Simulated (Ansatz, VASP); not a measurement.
## Two plane-wave programs on Co

```
Co
1.0
     2.51900    0.00000    0.00000
    -1.25950    2.18152    0.00000
     0.00000    0.00000    4.09100
Co
2
Direct
  0.33333 0.66667 0.25000
  0.66667 0.33333 0.75000
```

Alike in both runs: task electric field gradients; functional PBEsol; k mesh 19 × 19 × 10; occupations fermi-dirac, width 0.08 eV; collinear spin.

|  | VASP | Ansatz |
| --- | --- | --- |
| version | VASP 6.6.1 | Ansatz 0.2.0 |
| potentials or method | VASP PAW PBE potentials, release 64 (Co) | PAW with Ansatz's default frozen-core files, scalar-relativistic |
| plane-wave cutoff (eV) | 520 | 420 |
| valence electrons in the cell | 18 | 34 |

Ansatz gave:

```
pressure (GPa)                                                : -16.1
traceless stress, the component that is largest in VASP (GPa) : -0.70
net moment per atom (μB)                                      : 1.64
size of the moment on the site where the two differ most (μB) : 1.71
size of Vzz on the site where it differs most (V/Å²)          : 2.1
```

Problem. Estimate VASP's values.

Solution. Pressure (GPa): -16.5; traceless stress, the component that is largest in VASP (GPa): -0.78; net moment per atom (μB): 1.63; size of the moment on the site where the two differ most (μB): 1.65; size of Vzz on the site where it differs most (V/Å²): 2.2.

VASP's potentials were made for PBE, not for PBEsol. Site moments also hang on the region over which each program counts them. With one functional, cell and mesh, what is left measures potentials, basis and numerics. VASP's potentials hold 18 valence electrons a cell and Ansatz's 34, so a difference there can come from the potentials and not from the codes.
